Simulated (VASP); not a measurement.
# Al2InAs3 in VASP: a series of runs

The runs below take Al2InAs3 through single point, relaxation of cell and atoms, with PBE.

All numbers are computed with VASP 6.6.1; they aren't measurements. Logs are shortened: lines on timing, memory, paths and dates and some standing lists are left out, and cuts for length are marked.

**1. The cell of the first run**

It takes space group I-4m2 (No. 119, tetragonal). Conventional cell: a = 4.150 Å, b = 4.150 Å, c = 17.661 Å, α = 90.00°, β = 90.00°, γ = 90.00°. Al (site symmetry 2mm) has 4 As at 2.49 to 2.50 Å within 3.3 Å. Al (site symmetry 2mm) has 4 As at 2.49 to 2.50 Å within 3.3 Å. Within 3.5 Å of In (site symmetry -4m2) lie 4 As at 2.64 Å. Within 3.3 Å of As (site symmetry 2mm) lie 2 Al at 2.49 Å and 2 In at 2.64 Å. Within 3.3 Å of As (site symmetry -4m2) lie 4 Al at 2.50 Å. Within 3.3 Å of As (site symmetry 2mm) lie 2 Al at 2.49 Å and 2 In at 2.64 Å.

**2. Single point, PBE**

Contents of INCAR:

```
PREC     = Accurate       # precision mode
ENCUT    = 520            # plane-wave cutoff, eV
EDIFF    = 1E-6           # SCF threshold, eV
ISMEAR   = 0              # smearing method
SIGMA    = 0.1            # smearing width, eV
LREAL    = F              # projectors in reciprocal space
LASPH    = T              # aspherical terms in the spheres
NELM     = 60             # most SCF steps
ALGO     = Normal         # electronic algorithm
ISIF     = 2              # what is computed and relaxed
LWAVE    = F              # write WAVECAR
LCHARG   = F              # write CHGCAR
GGA      = PE             # functional
NBANDS   = 46             # bands
```

Contents of KPOINTS:

```
Automatic mesh
0
Gamma
  4 2 4
```

Contents of POSCAR:

```
Al2InAs3
1.0
    4.1501450797      0.0000000000      0.0000000000
    0.0000000000     -8.3002901593      0.0000000000
   -2.0750725398      2.0750725398     -8.8307481048
Al In As
4 2 6
Direct
    0.3293352868      0.6646676434      0.6586705736
    0.3293352868      0.1646676434      0.6586705736
    0.6706647132      0.8353323566      0.3413294264
    0.6706647132      0.3353323566      0.3413294264
    0.0000000000      0.5000000000      0.0000000000
    0.0000000000      0.0000000000      0.0000000000
    0.5926963615      0.5463481808      0.1853927231
    0.5926963615      0.0463481808      0.1853927231
    0.2500000000      0.8750000000      0.5000000000
    0.2500000000      0.3750000000      0.5000000000
    0.9073036385      0.7036518192      0.8146072769
    0.9073036385      0.2036518192      0.8146072769
```

Potentials or basis: VASP PAW PBE potentials, release 64 (Al, In_d, As).

Command:

```console
> cat potpaw_PBE.64/Al/POTCAR potpaw_PBE.64/In_d/POTCAR potpaw_PBE.64/As/POTCAR > POTCAR
> mpirun -np 1 vasp_std > vasp.out
```

OUTCAR:

```text
PREC = Accurate
   ENCUT = 520
   EDIFF = 1E-6
   ISMEAR = 0
   LREAL = F
   LASPH = T
   NELM = 60
   ISIF = 2
   GGA = PE

 ion  position               nearest neighbor table
   1  0.329  0.665  0.659-  11 2.49  11 2.49   9 2.50  10 2.50
   2  0.329  0.165  0.659-  12 2.49  12 2.49  10 2.50   9 2.50
   3  0.671  0.835  0.341-   7 2.49   8 2.49   9 2.50   9 2.50
   4  0.671  0.335  0.341-   8 2.49   7 2.49  10 2.50  10 2.50
   5  0.000  0.500  0.000-  11 2.64   7 2.64  12 2.64   7 2.64
   6  0.000  0.000  0.000-  12 2.64   8 2.64  11 2.64   8 2.64
   7  0.593  0.546  0.185-   3 2.49   4 2.49   5 2.64   5 2.64
   8  0.593  0.046  0.185-   4 2.49   3 2.49   6 2.64   6 2.64
   9  0.250  0.875  0.500-   1 2.50   2 2.50   3 2.50   3 2.50
  10  0.250  0.375  0.500-   2 2.50   1 2.50   4 2.50   4 2.50
  11  0.907  0.704  0.815-   1 2.49   1 2.49   5 2.64   6 2.64
  12  0.907  0.204  0.815-   2 2.49   2 2.49   6 2.64   5 2.64

  LATTYP: Found a base centered monoclinic cell.
 ALAT       =    18.1425508830
 B/A-ratio  =     0.2287520154
 C/A-ratio  =     0.4575040309
 COS(beta)  =    -0.2287520154

  Lattice vectors:

 A1 = (  -2.0750725398,   2.0750725398,  -8.8307481048)
 A2 = (   2.0750725399,   2.0750725398,  -8.8307481048)
 A3 = (   0.0000000000,  -8.3002901593,   0.0000000000)

Analysis of symmetry for initial positions (statically):
=====================================================================
 Subroutine PRICEL returns following result:

  LATTYP: Found a body centered tetragonal cell.
 ALAT       =     4.1501450797
 C/A-ratio  =     4.2556334466

  Lattice vectors:

 A1 = (   2.0750725398,   2.0750725398,   8.8307481048)
 A2 = (  -2.0750725399,  -2.0750725398,   8.8307481048)
 A3 = (   2.0750725399,  -2.0750725398,  -8.8307481048)

   2 primitive cells build up your supercell.

 Routine SETGRP: Setting up the symmetry group for a
 base centered monoclinic supercell.

 Subroutine GETGRP returns: Found  2 space group operations
 (whereof  2 operations were pure point group operations)
 out of a pool of  4 trial point group operations.

The static configuration has the point symmetry C_1h.

Analysis of symmetry for dynamics (positions and initial velocities):
=====================================================================
 Subroutine PRICEL returns following result:

  LATTYP: Found a body centered tetragonal cell.
 ALAT       =     4.1501450797
 C/A-ratio  =     4.2556334466

  Lattice vectors:

 A1 = (   2.0750725398,   2.0750725398,   8.8307481048)
 A2 = (  -2.0750725399,  -2.0750725398,   8.8307481048)
 A3 = (   2.0750725399,  -2.0750725398,  -8.8307481048)

   2 primitive cells build up your supercell.

 Routine SETGRP: Setting up the symmetry group for a
 base centered monoclinic supercell.

 Subroutine GETGRP returns: Found  2 space group operations
 (whereof  2 operations were pure point group operations)
 out of a pool of  4 trial point group operations.

The dynamic configuration has the point symmetry C_1h.

 Subroutine INISYM returns: Found  2 space group operations
 (whereof  2 operations are pure point group operations),
 and found     2 'primitive' translations

----------------------------------------------------------------------------------------

                                     Primitive cell

  volume of cell :     152.0982

  direct lattice vectors                    reciprocal lattice vectors
     2.075072540  2.075072540  8.830748105     0.240955432  0.000000000  0.056620345
    -2.075072540 -2.075072540  8.830748105     0.000000000 -0.240955432  0.056620345
     2.075072540 -2.075072540 -8.830748105     0.240955432 -0.240955432  0.000000000

  length of vectors
     9.305587793  9.305587793  9.305587793     0.247518451  0.247518451  0.340762440

  position of ions in fractional coordinates (direct lattice)
     0.670664713  0.670664713  0.000000000
[... 47 lines left out ...]
|                                                                             |
|        The reciprocal lattice is base-centered monoclinic,                  |
|        whereas your k-lattice is body-centered tetragonal.                  |
|                                                                             |
|     Results are often still useful ...                                      |
|                                                                             |
 -----------------------------------------------------------------------------

 Subroutine IBZKPT returns following result:
 ===========================================

 Found     14 irreducible k-points:

 Following reciprocal coordinates:
            Coordinates               Weight
  0.000000  0.000000  0.000000      1.000000
  0.250000  0.000000 -0.000000      4.000000
  0.500000  0.000000 -0.000000      2.000000
  0.000000  0.500000 -0.000000      1.000000
  0.250000  0.500000 -0.000000      4.000000
  0.500000  0.500000 -0.000000      2.000000
  0.000000  0.000000  0.250000      2.000000
  0.250000  0.000000  0.250000      4.000000
  0.500000  0.000000  0.250000      2.000000
  0.000000  0.500000  0.250000      2.000000
  0.250000  0.500000  0.250000      4.000000
  0.500000  0.500000  0.250000      2.000000
  0.000000  0.000000  0.500000      1.000000
  0.000000  0.500000  0.500000      1.000000
   k-points           NKPTS =     14   k-points in BZ     NKDIM =     14   number of bands    NBANDS=     46
   number of dos      NEDOS =    301   number of ions     NIONS =     12
   total plane-waves  NPLWV = 143360
   dimension x,y,z NGX =    32 NGY =   64 NGZ =   70
   dimension x,y,z NGXF=    64 NGYF=  128 NGZF=  140
   ions per type =               4   2   6
   NGX,Y,Z   is equivalent  to a cutoff of  12.82, 12.82, 12.51 a.u.
   NGXF,Y,Z  is equivalent  to a cutoff of  25.64, 25.64, 25.01 a.u.
 SYSTEM =  unknown system
   PREC   = accura    normal or accurate (medium, high low for compatibility)
   ISTART =      0    job   : 0-new  1-cont  2-samecut
   ICHARG =      2    charge: 1-file 2-atom 10-const
   ISPIN  =      1    spin polarized calculation?
   LNONCOLLINEAR =      F non collinear calculations
   LSORBIT =      F    spin-orbit coupling
   LASPH  =      T    aspherical Exc in radial PAW
   ENCUT  =  520.0 eV  38.22 Ry    6.18 a.u.   7.72 15.43 17.30*2*pi/ulx,y,z
   NELM   =     60;   NELMIN=  2; NELMDL= -5     # of ELM steps
   EDIFF  = 0.1E-05   stopping-criterion for ELM
   LREAL  =      F    real-space projection
   EDIFFG = 0.1E-04   stopping-criterion for IOM
   NSW    =      0    number of steps for IOM
   IBRION =     -1    ionic relax: 0-MD 1-quasi-New 2-CG
   NFREE  =      0    steps in history (QN), initial steepest desc. (CG)
   ISIF   =      2    stress and relaxation
   ISYM   =      2    0-nonsym 1-usesym 2-fastsym
   POTIM  = 0.5000    time-step for ionic-motion
   TEBEG  =    0.0;   TEEND  =   0.0 temperature during run
   PSTRESS=    0.0 pullay stress
   NELECT =      68.0000    total number of electrons
   NUPDOWN=      -1.0000    fix difference up-down
   EMIN   =  10.00;   EMAX   =-10.00  energy-range for DOS
   EFERMI =   0.00;   METHOD = LEGACY
   ISMEAR =     0;   SIGMA  =   0.10  broadening in eV -4-tet -1-fermi 0-gaus
   EFERMI_NEDOS =   21; number of points for ismear=-14 and -15
   IALGO  =     38    algorithm
   IMIX   =      4    mixing-type and parameters
     AMIX     =   0.40;   BMIX     =  1.00
     AMIX_MAG =   1.60;   BMIX_MAG =  1.00
  volume/ion in A,a.u.               =      25.35       171.07
  Fermi-wavevector in a.u.,A,eV,Ry     =   0.993558  1.877552 13.431087  0.987157
  Thomas-Fermi vector in A             =   2.125448
   LORBIT       =      0    0 simple, 1 ext, 2 COOP (PROOUT), +10 PAW based schemes
   GGA     = PE    functional components
   LHFCALC =     F    Hartree Fock is set to
   AEXX    =    0.0000 exact exchange contribution
   IVDW    =     0    specifies the selected vdW correction
   LEPSILON=     F    determine dielectric tensor
   LRPA    =     F    only Hartree local field effects (RPA)
 non-spin polarized calculation
 Gauss-broadening in eV      SIGMA  =   0.10
  energy-cutoff  :      520.00
  volume of cell :      304.20
 maximum number of plane-waves:      8215
 NGX is ok and might be reduce to    32
   NGX = 15   NGY = 31   NGZ = 35

 number of electron      68.0000024 magnetization

 Free energy of the ion-electron system (eV)
  ---------------------------------------------------
  ext. energy  EPLUGINS =         0.00000000
  ---------------------------------------------------
  free energy    TOTEN  =       -52.58903360 eV

  energy without entropy =      -52.58903360  energy(sigma->0) =      -52.58903360

 E-fermi :   4.2571     XC(G=0):  -8.8986

 val. band max:        3.8335088054   @ k =   0.0000   0.0000   0.0000
 cond. band min:       4.6703473724   @ k =   0.0000   0.0000   0.0000
 fundamental gap:      0.8368385670
 Fermi energy:         4.2571381902

 k-point     1 :       0.0000    0.0000    0.0000
  band No.  band energies     occupation
      1     -10.4171      2.00000
      2     -10.3941      2.00000
      3     -10.3395      2.00000
      4     -10.2805      2.00000
      5     -10.2805      2.00000
      6     -10.2770      2.00000
[... 675 lines left out ...]
     45       8.4844      0.00000
     46       8.4850      0.00000

------------------------ aborting loop because EDIFF is reached ----------------------------------------

  FORCE on cell =-STRESS in cart. coord.  units (eV):
  Direction    XX          YY          ZZ          XY          YZ          ZX
  --------------------------------------------------------------------------------------
  -------------------------------------------------------------------------------------
  Total        0.7443634      0.7443039     -0.6398931      0.0000000     -0.0003739      0.0000000
  in kB        3.9205005      3.9201876     -3.3702644      0.0000000     -0.0019695      0.0000000
  external PRESSURE =       1.4901412 kB  Pullay stress =       0.0000000 kB

 VOLUME and BASIS-vectors are now :
 -----------------------------------------------------------------------------
  energy-cutoff  :      520.00
  volume of cell :      304.20
      direct lattice vectors                 reciprocal lattice vectors
     4.150145080  0.000000000  0.000000000     0.240955432  0.000000000 -0.056620345
     0.000000000 -8.300290159  0.000000000     0.000000000 -0.120477716 -0.028310172
    -2.075072540  2.075072540 -8.830748105     0.000000000  0.000000000 -0.113240689

 POSITION                                       TOTAL-FORCE (eV/Angst)
 -----------------------------------------------------------------------------------
      0.00000     -4.15015     -5.81655         0.000000      0.000002     -0.003549
      0.00000     -0.00000     -5.81655         0.000000      0.000002     -0.003549
      2.07507     -6.22522     -3.01419        -0.000000      0.000003      0.003552
      2.07507     -2.07507     -3.01419        -0.000000      0.000003      0.003552
      0.00000     -4.15015      0.00000         0.000000     -0.000001     -0.000002
      0.00000      0.00000      0.00000         0.000000     -0.000001     -0.000002
      2.07507     -4.15015     -1.63716         0.000000     -0.000022     -0.025571
      2.07507     -0.00000     -1.63716         0.000000     -0.000022     -0.025571
      0.00000     -6.22522     -4.41537         0.000000     -0.000001     -0.000001
      0.00000     -2.07507     -4.41537         0.000000     -0.000001     -0.000001
      2.07507     -4.15015     -7.19359        -0.000000      0.000019      0.025572
      2.07507      0.00000     -7.19359        -0.000000      0.000019      0.025572
 -----------------------------------------------------------------------------------
    total drift:                                0.000002     -0.000033     -0.000009

  FREE ENERGIE OF THE ION-ELECTRON SYSTEM (eV)
  ---------------------------------------------------
  free  energy   TOTEN  =       -52.5890335961 eV

  energy  without entropy=      -52.5890335960  energy(sigma->0) =      -52.58903360
```

Wall time 2.8 min (1 thread of Intel Xeon 6975P-C (Granite Rapids), shared host); peak memory 0.44 GiB.

Results:

```
Free energy            : -52.5890 eV
Pressure               : 0.1 GPa
Largest force          : 0.026 eV/Å
Band gap on the k mesh : 0.84 eV
```

Forces in eV/Å, atoms in the order of the input:
```
Al   0.000  0.000 -0.004
Al   0.000  0.000 -0.004
Al   0.000  0.000  0.004
Al   0.000  0.000  0.004
In   0.000  0.000  0.000
In   0.000  0.000  0.000
As   0.000  0.000 -0.026
As   0.000  0.000 -0.026
As   0.000  0.000  0.000
As   0.000  0.000  0.000
As   0.000  0.000  0.026
As   0.000  0.000  0.026
```

Caveat: spin-orbit coupling is left out, which moves the levels of the heavy elements.

[end of part 1 of 3]
